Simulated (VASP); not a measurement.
# C in VASP: a series of runs

The runs below take C through density of states, electric field gradients, with LDA.

Program: VASP 6.6.1. These are calculated values, not measurements. Logs are shortened: lines on timing, memory, paths and dates and some standing lists are left out, and cuts for length are marked.

### Step 1. The cell of the first run

Symmetry: Fd-3m, No. 227, cubic system. The conventional cell has a = 3.567 Å, b = 3.567 Å, c = 3.567 Å, α = 90.00°, β = 90.00°, γ = 90.00°. C (site symmetry -43m) has 4 C at 1.54 Å within 2.1 Å.

### Step 2. Density of states, LDA

Contents of POSCAR:

```
C
1.0
    0.0000000000      1.7834000000      1.7834000000
    1.7834000000      0.0000000000      1.7834000000
    1.7834000000      1.7834000000      0.0000000000
C
2
Direct
    0.5000000000      0.5000000000      0.5000000000
    0.7500000000      0.7500000000      0.7500000000
```

Contents of INCAR.step1:

```
SYSTEM = C
  ALGO = Normal
  EDIFF = 1E-7
  ENCUT = 520
  ISIF = 2
  ISMEAR = -1
  LASPH = .TRUE.
  LCHARG = .TRUE.
  LREAL = .FALSE.
  LWAVE = .FALSE.
  NBANDS = 11
  NELM = 80
  PREC = Accurate
  SIGMA = 0.03
```

Contents of KPOINTS.step1:

```
k-points
0
G
  16 16 16
  0 0 0
```

Contents of INCAR.step2:

```
SYSTEM = C
  ALGO = Normal
  EDIFF = 1E-7
  ENCUT = 520
  ICHARG = 11
  ISIF = 2
  ISMEAR = -5
  LASPH = .TRUE.
  LCHARG = .FALSE.
  LORBIT = 10
  LREAL = .FALSE.
  LWAVE = .FALSE.
  NBANDS = 11
  NEDOS = 1001
  NELM = 80
  PREC = Accurate
  SIGMA = 0.03
```

Contents of KPOINTS.step2:

```
k-points
0
G
  24 24 24
  0 0 0
```

Potentials or basis: VASP PAW LDA potentials, release 64 (C).

The run is started by

```
cat potpaw_LDA.64/C/POTCAR > POTCAR
cp INCAR.step1 INCAR
cp KPOINTS.step1 KPOINTS
mpirun -np 1 vasp_std > vasp.out
cp INCAR.step2 INCAR
cp KPOINTS.step2 KPOINTS
mpirun -np 1 vasp_std > vasp.out
```

OUTCAR:

```text
SYSTEM = C
   EDIFF = 1E-7
   ENCUT = 520
   ICHARG = 11
   ISIF = 2
   ISMEAR = -5
   LASPH = .TRUE.
   LORBIT = 10
   LREAL = .FALSE.
   NELM = 80
   PREC = Accurate

 ion  position               nearest neighbor table
   1  0.500  0.500  0.500-   2 1.54   2 1.54   2 1.54   2 1.54
   2  0.750  0.750  0.750-   1 1.54   1 1.54   1 1.54   1 1.54

  LATTYP: Found a face centered cubic cell.
 ALAT       =     3.5668000000

  Lattice vectors:

 A1 = (   0.0000000000,   1.7834000000,   1.7834000000)
 A2 = (   1.7834000000,   0.0000000000,   1.7834000000)
 A3 = (   1.7834000000,   1.7834000000,   0.0000000000)

Analysis of symmetry for initial positions (statically):
=====================================================================
 Subroutine PRICEL returns:
 Original cell was already a primitive cell.

 Routine SETGRP: Setting up the symmetry group for a
 face centered cubic supercell.

 Subroutine GETGRP returns: Found 48 space group operations
 (whereof 24 operations were pure point group operations)
 out of a pool of 48 trial point group operations.

The static configuration has the point symmetry T_d .
 The point group associated with its full space group is O_h .

Analysis of symmetry for dynamics (positions and initial velocities):
=====================================================================
 Subroutine PRICEL returns:
 Original cell was already a primitive cell.

 Routine SETGRP: Setting up the symmetry group for a
 face centered cubic supercell.

 Subroutine GETGRP returns: Found 48 space group operations
 (whereof 24 operations were pure point group operations)
 out of a pool of 48 trial point group operations.

The dynamic configuration has the point symmetry T_d .
 The point group associated with its full space group is O_h .

 Subroutine INISYM returns: Found 48 space group operations
 (whereof 24 operations are pure point group operations),
 and found     1 'primitive' translations

----------------------------------------------------------------------------------------

                                     Primitive cell

  volume of cell :      11.3443

  direct lattice vectors                    reciprocal lattice vectors
     0.000000000  1.783400000  1.783400000    -0.280363351  0.280363351  0.280363351
     1.783400000  0.000000000  1.783400000     0.280363351 -0.280363351  0.280363351
     1.783400000  1.783400000  0.000000000     0.280363351  0.280363351 -0.280363351

  length of vectors
     2.522108467  2.522108467  2.522108467     0.485603568  0.485603568  0.485603568

  position of ions in fractional coordinates (direct lattice)
     0.500000000  0.500000000  0.500000000
     0.750000000  0.750000000  0.750000000

  ion indices of the primitive-cell ions
   primitive index   ion index
                 1           1
                 2           2

----------------------------------------------------------------------------------------

 KPOINTS: k-points

Automatic generation of k-mesh.
 Grid dimensions read from file:
 generate k-points for:   24   24   24

 Generating k-lattice:

  Cartesian coordinates                     Fractional coordinates (reciprocal lattice)
    -0.011681806  0.011681806  0.011681806     0.041666667  0.000000000  0.000000000
     0.011681806 -0.011681806  0.011681806     0.000000000  0.041666667  0.000000000
     0.011681806  0.011681806 -0.011681806     0.000000000  0.000000000  0.041666667

  Length of vectors
     0.020233482  0.020233482  0.020233482

  Shift w.r.t. Gamma in fractional coordinates (k-lattice)
     0.000000000  0.000000000  0.000000000

 TETIRR: Found   1864 inequivalent tetrahedra from    82944

 Subroutine IBZKPT returns following result:
 ===========================================

 Found    413 irreducible k-points:

 Following reciprocal coordinates:
            Coordinates               Weight
  0.000000  0.000000  0.000000      1.000000
  0.041667  0.000000  0.000000      8.000000
  0.083333  0.000000  0.000000      8.000000
  0.125000  0.000000  0.000000      8.000000
  0.166667  0.000000  0.000000      8.000000
  0.208333  0.000000  0.000000      8.000000
[... 16 lines left out ...]
  0.416667  0.041667  0.000000     24.000000
  0.458333  0.041667  0.000000     24.000000
 [... further k-points ...]
   k-points           NKPTS =    413   k-points in BZ     NKDIM =    413   number of bands    NBANDS=     11
   number of dos      NEDOS =   1001   number of ions     NIONS =      2
   total plane-waves  NPLWV =   8000
   dimension x,y,z NGX =    20 NGY =   20 NGZ =   20
   dimension x,y,z NGXF=    40 NGYF=   40 NGZF=   40
   ions per type =               2
   NGX,Y,Z   is equivalent  to a cutoff of  13.18, 13.18, 13.18 a.u.
   NGXF,Y,Z  is equivalent  to a cutoff of  26.37, 26.37, 26.37 a.u.
 SYSTEM =  C
   PREC   = accura    normal or accurate (medium, high low for compatibility)
   ISTART =      0    job   : 0-new  1-cont  2-samecut
   ICHARG =     11    charge: 1-file 2-atom 10-const
   ISPIN  =      1    spin polarized calculation?
   LNONCOLLINEAR =      F non collinear calculations
   LSORBIT =      F    spin-orbit coupling
   LASPH  =      T    aspherical Exc in radial PAW
   ENCUT  =  520.0 eV  38.22 Ry    6.18 a.u.   4.69  4.69  4.69*2*pi/ulx,y,z
   NELM   =     80;   NELMIN=  2; NELMDL=  0     # of ELM steps
   EDIFF  = 0.1E-06   stopping-criterion for ELM
   LREAL  =      F    real-space projection
   EDIFFG = 0.1E-05   stopping-criterion for IOM
   NSW    =      0    number of steps for IOM
   IBRION =     -1    ionic relax: 0-MD 1-quasi-New 2-CG
   NFREE  =      0    steps in history (QN), initial steepest desc. (CG)
   ISIF   =      2    stress and relaxation
   ISYM   =      2    0-nonsym 1-usesym 2-fastsym
   POTIM  = 0.5000    time-step for ionic-motion
   TEBEG  =    0.0;   TEEND  =   0.0 temperature during run
   PSTRESS=    0.0 pullay stress
   NELECT =       8.0000    total number of electrons
   NUPDOWN=      -1.0000    fix difference up-down
   EMIN   =  10.00;   EMAX   =-10.00  energy-range for DOS
   EFERMI =   0.00;   METHOD = LEGACY
   ISMEAR =    -5;   SIGMA  =   0.03  broadening in eV -4-tet -1-fermi 0-gaus
   EFERMI_NEDOS =   21; number of points for ismear=-14 and -15
   IALGO  =     38    algorithm
   IMIX   =      4    mixing-type and parameters
     AMIX     =   0.40;   BMIX     =  1.00
     AMIX_MAG =   1.60;   BMIX_MAG =  1.00
  volume/ion in A,a.u.               =       5.67        38.28
  Fermi-wavevector in a.u.,A,eV,Ry     =   1.457178  2.753668 28.890189  2.123369
  Thomas-Fermi vector in A             =   2.574010
   LORBIT       =     10    0 simple, 1 ext, 2 COOP (PROOUT), +10 PAW based schemes
   GGA     = CA    functional components
   LHFCALC =     F    Hartree Fock is set to
   AEXX    =    0.0000 exact exchange contribution
   IVDW    =     0    specifies the selected vdW correction
   LEPSILON=     F    determine dielectric tensor
   LRPA    =     F    only Hartree local field effects (RPA)
 non-spin polarized calculation
 Fermi weights with tetrahedron method with Bloechl corrections
  energy-cutoff  :      520.00
  volume of cell :       11.34
 maximum number of plane-waves:       319

 number of electron       7.9999999 magnetization

 Free energy of the ion-electron system (eV)
  ---------------------------------------------------
  ext. energy  EPLUGINS =         0.00000000
  ---------------------------------------------------
  free energy    TOTEN  =       -20.23522103 eV

  energy without entropy =      -20.23522103  energy(sigma->0) =      -20.23522103

 E-fermi :   9.7342     XC(G=0): -13.4994

 val. band max:        9.7230678246   @ k =   0.0000   0.0000   0.0000
 cond. band min:      13.8223118655   @ k =   0.3750   0.3750   0.0000
 fundamental gap:      4.0992440409
 Fermi energy:         9.7342262847

 k-point     1 :       0.0000    0.0000    0.0000
  band No.  band energies     occupation
      1     -11.5950      2.00000
      2       9.7231      2.00000
      3       9.7231      2.00000
      4       9.7231      2.00000
      5      15.2653      0.00000
      6      15.2653      0.00000
      7      15.2653      0.00000
      8      23.2785      0.00000
      9      28.7260      0.00000
     10      36.3526      0.00000
     11      36.3681      0.00000

 k-point     2 :       0.0417    0.0000    0.0000
  band No.  band energies     occupation
      1     -11.5469      2.00000
      2       9.3843      2.00000
      3       9.6363      2.00000
      4       9.6363      2.00000
      5      15.3781      0.00000
      6      15.3781      0.00000
      7      15.4789      0.00000
      8      23.3117      0.00000
      9      28.8079      0.00000
     10      35.2464      0.00000
     11      35.2464      0.00000

 k-point     3 :       0.0833    0.0000    0.0000
  band No.  band energies     occupation
      1     -11.4028      2.00000
      2       8.5110      2.00000
      3       9.4012      2.00000
      4       9.4012      2.00000
      5      15.6859      0.00000
      6      15.6859      0.00000
      7      15.9833      0.00000
      8      23.4106      0.00000
      9      29.0355      0.00000
     10      34.0786      0.00000
     11      34.0786      0.00000
[... 267 lines left out ...]
 k-point    23 :       0.4167    0.0417    0.0000
  band No.  band energies     occupation
      1      -7.2224      2.00000
      2      -1.6655      2.00000
      3       6.8754      2.00000
      4       7.0598      2.00000
      5      17.8478      0.00000
      6      18.3725      0.00000
      7      18.7812      0.00000
      8      24.9529      0.00000
      9      30.6739      0.00000
     10      33.3053      0.00000
     11      34.5843      0.00000

 k-point    24 :       0.4583    0.0417    0.0000
  band No.  band energies     occupation
      1      -6.4000      2.00000
      2      -2.7725      2.00000
      3       6.8273      2.00000
      4       6.8849      2.00000
      5      17.9407      0.00000
      6      18.3316      0.00000
      7      18.8498      0.00000
      8      25.0732      0.00000
      9      30.8984      0.00000
     10      33.7098      0.00000
     11      34.7940      0.00000

 [... further k-points ...]
[... 5 lines left out ...]
  --------------------------------------------------------------------------------------
  -------------------------------------------------------------------------------------
  Total       -0.8251158     -0.8251158     -0.8251158      0.0000000      0.0000000      0.0000000
  in kB     -116.5330738   -116.5330738   -116.5330738      0.0000000      0.0000000      0.0000000
  external PRESSURE =    -116.5330738 kB  Pullay stress =       0.0000000 kB

 VOLUME and BASIS-vectors are now :
 -----------------------------------------------------------------------------
  energy-cutoff  :      520.00
  volume of cell :       11.34
      direct lattice vectors                 reciprocal lattice vectors
     0.000000000  1.783400000  1.783400000    -0.280363351  0.280363351  0.280363351
     1.783400000  0.000000000  1.783400000     0.280363351 -0.280363351  0.280363351
     1.783400000  1.783400000  0.000000000     0.280363351  0.280363351 -0.280363351

 POSITION                                       TOTAL-FORCE (eV/Angst)
 -----------------------------------------------------------------------------------
      1.78340      1.78340      1.78340         0.000000      0.000000      0.000000
      2.67510      2.67510      2.67510        -0.000000     -0.000000     -0.000000
 -----------------------------------------------------------------------------------
    total drift:                                0.000000     -0.000000      0.000000

  FREE ENERGIE OF THE ION-ELECTRON SYSTEM (eV)
  ---------------------------------------------------
  free  energy   TOTEN  =       -20.2352210257 eV

  energy  without entropy=      -20.2352210257  energy(sigma->0) =      -20.23522103

 total charge

# of ion       s       p       d       tot
------------------------------------------
    1        0.819   1.753   0.000   2.572
    2        0.819   1.753   0.000   2.572
--------------------------------------------------
tot          1.637   3.506   0.000   5.143
```

It took 49 s on 1 thread of Intel Xeon 6975P-C, shared host; peak memory 0.15 GiB.

What came out:

| Item | Value |
| --- | --- |
| Valence electrons inside the program's atomic spheres | C 2.57 |

### Step 3. Electric field gradients, LDA (equal xy, yz and zx shear strains of +2 %)

Contents of INCAR:

```
SYSTEM = C
ALGO = Normal
EDIFF = 1E-8
ENCUT = 520
ISIF = 2
ISMEAR = -1
LASPH = .TRUE.
LCHARG = .FALSE.
LEFG = .TRUE.
LREAL = .FALSE.
LWAVE = .FALSE.
NBANDS = 11
NELM = 100
PREC = Accurate
SIGMA = 0.03
```

Contents of KPOINTS:

```
k-points
0
G
  16 16 16
  0 0 0
```

Contents of POSCAR:

```
C
1.0
    0.0356680000      1.8012340000      1.8012340000
    1.8012340000      0.0356680000      1.8012340000
    1.8012340000      1.8012340000      0.0356680000
C
2
Direct
    0.5000000000      0.5000000000      0.5000000000
    0.7500000000      0.7500000000      0.7500000000
```

Potentials or basis: VASP PAW LDA potentials, release 64 (C).

The run is started by

```
cat potpaw_LDA.64/C/POTCAR > POTCAR
mpirun -np 1 vasp_std > vasp.out
```

OUTCAR:

```text
SYSTEM = C
   EDIFF = 1E-8
   ENCUT = 520
   ISIF = 2
   ISMEAR = -1
   LASPH = .TRUE.
   LREAL = .FALSE.
   NELM = 100
   PREC = Accurate

 ion  position               nearest neighbor table
   1  0.500  0.500  0.500-   2 1.53   2 1.53   2 1.53   2 1.58
   2  0.750  0.750  0.750-   1 1.53   1 1.53   1 1.53   1 1.58

  LATTYP: Found a trigonal (rhomboedric) cell.
 ALAT       =     2.5475792533
 COS(alpha) =     0.5197000882

  Lattice vectors:

 A1 = (   0.0356680000,   1.8012340000,   1.8012340000)
 A2 = (   1.8012340000,   0.0356680000,   1.8012340000)
 A3 = (   1.8012340000,   1.8012340000,   0.0356680000)

Analysis of symmetry for initial positions (statically):
=====================================================================
 Subroutine PRICEL returns:
 Original cell was already a primitive cell.

 Routine SETGRP: Setting up the symmetry group for a
 trigonal (rhombohedral) supercell.

 Subroutine GETGRP returns: Found 12 space group operations
[... 525 lines left out ...]
      direct lattice vectors                 reciprocal lattice vectors
     0.035668000  1.801234000  1.801234000    -0.285971728  0.280418879  0.280418879
     1.801234000  0.035668000  1.801234000     0.280418879 -0.285971728  0.280418879
     1.801234000  1.801234000  0.035668000     0.280418879  0.280418879 -0.285971728

 POSITION                                       TOTAL-FORCE (eV/Angst)
 -----------------------------------------------------------------------------------
      1.81907      1.81907      1.81907         0.026401      0.026401      0.026401
      2.72860      2.72860      2.72860        -0.026401     -0.026401     -0.026401
 -----------------------------------------------------------------------------------
    total drift:                                0.000000     -0.000000      0.000000

  FREE ENERGIE OF THE ION-ELECTRON SYSTEM (eV)
  ---------------------------------------------------
  free  energy   TOTEN  =       -20.2121988531 eV

  energy  without entropy=      -20.2121988530  energy(sigma->0) =      -20.21219885

 Electric field gradients (V/A^2)
---------------------------------------------------------------------
 ion       V_xx      V_yy      V_zz      V_xy      V_xz      V_yz
---------------------------------------------------------------------
   1      -0.000     0.000    -0.000     2.195     2.195     2.195
   2      -0.000    -0.000    -0.000     2.195     2.195     2.195
---------------------------------------------------------------------

 Electric field gradients after diagonalization (V/A^2)
 (convention: |V_zz| > |V_xx| > |V_yy|)
----------------------------------------------------------------------
 ion       V_xx      V_yy      V_zz     asymmetry (V_yy - V_xx)/ V_zz
----------------------------------------------------------------------
   1      -2.195    -2.195     4.391       0.000
   2      -2.195    -2.195     4.391       0.000
----------------------------------------------------------------------

           NMR quadrupolar parameters

 Cq : quadrupolar parameter    Cq=e*Q*V_zz/h
 eta: asymmetry parameters     (V_yy - V_xx)/ V_zz
 Q  : nuclear electric quadrupole moment in mb (millibarn)
----------------------------------------------------------------------
 ion       Cq(MHz)       eta       Q (mb)
----------------------------------------------------------------------
   1       0.011       0.000       1.000
   2       0.011       0.000       1.000
----------------------------------------------------------------------
```

stdout:

```text
POSCAR found type information on POSCAR C
 POSCAR found :  1 types and       2 ions
 scaLAPACK will be used
 LDA part: xc-table for (Slater(with rela. corr.)+CA(PZ))
 , standard interpolation
 POSCAR, INCAR and KPOINTS ok, starting setup
 FFT: planning ... GRIDC
 FFT: planning ... GRID_SOFT
 FFT: planning ... GRID
 WAVECAR not read
 entering main loop
ion   1

ion   2
```

Run time: 1.8 min. Hardware: 1 thread of Intel Xeon 8259CL, shared host; peak memory 0.15 GiB.

What came out:

- Free energy: -20.2122 eV
- Pressure: -11.0 GPa
- Largest force: 0.046 eV/Å
- Band gap on the k mesh: 4.05 eV, indirect (least direct gap 4.88 eV)

Forces on the atoms (eV/Å):
```
C    0.026  0.026  0.026
C   -0.026 -0.026 -0.026
```

Levels at points of the mesh, in eV from the valence-band top:
```tsv
k point	band 1	band 2	band 3	band 4	band 5	band 6	band 7	band 8
(0.00, 0.00, 0.00)	-21.34	-0.04	0.00	0.00	4.88	5.84	5.84	13.63
(0.50, 0.00, 0.00)	-15.35	-13.38	-2.93	-2.85	7.83	8.64	8.96	15.38
(0.50, 0.50, 0.00)	-12.73	-12.52	-6.49	-6.10	4.31	5.09	16.55	16.60
(0.50, 0.50, 0.50)	-15.91	-13.34	-2.53	-2.53	8.55	8.55	9.69	15.41
```

Electric field gradients, principal values (V/Å²):
| atom | least | middle | greatest (by size) |
| --- | --- | --- | --- |
| 1 C | -2.195 | -2.195 | 4.391 |
| 2 C | -2.195 | -2.195 | 4.391 |

Caveat: the cell differs from its parent crystal (equal xy, yz and zx shear strains of +2 %); without QUAD_EFG the Cq values of the log hold for a quadrupole moment of 1 mb, not for the nuclei.

[end of part 1 of 2]
